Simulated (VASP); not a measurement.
Input of a VASP 6.6.1 run:

INCAR

```
ALGO = Normal
EDIFF = 1E-6
ENCUT = 600
GGA = PE
GGA_COMPAT = F
ISIF = 2
ISMEAR = 0
LASPH = T
LCHARG = F
LREAL = F
LWAVE = F
NBANDS = 23
NELM = 120
PREC = Accurate
SIGMA = 0.2
```

The input KPOINTS:

```
k-points
0
Gamma
  4 4 4
```

The input POSCAR:

```
WC4
1.0
    4.1191849819      0.0000000000      0.0000000000
    0.0000000000      4.1191849819      0.0000000000
    0.0000000000      0.0000000000      2.7738120217
W C
1 4
Direct
    0.0000000000      0.0000000000      0.8345792093
    0.6787203188      0.6787203188      0.4892691002
    0.3212796812      0.3212796812      0.4892691002
    0.3212796812      0.6787203188      0.4892691002
    0.6787203188      0.3212796812      0.4892691002
```

Potentials or basis: VASP PAW PBE potentials, release 64 (W_sv, C).

The run is started by

```bash
$ cat potpaw_PBE.64/W_sv/POTCAR potpaw_PBE.64/C/POTCAR > POTCAR
$ mpirun -np 1 vasp_std > vasp.out
```

(1) What does it give for the pressure?

(2) What does it give for the largest force?

Answers

(1) 0.2 GPa.

(2) 0.118 eV/Å.

Caveat: the k points lie up to 0.57 Å⁻¹ apart.
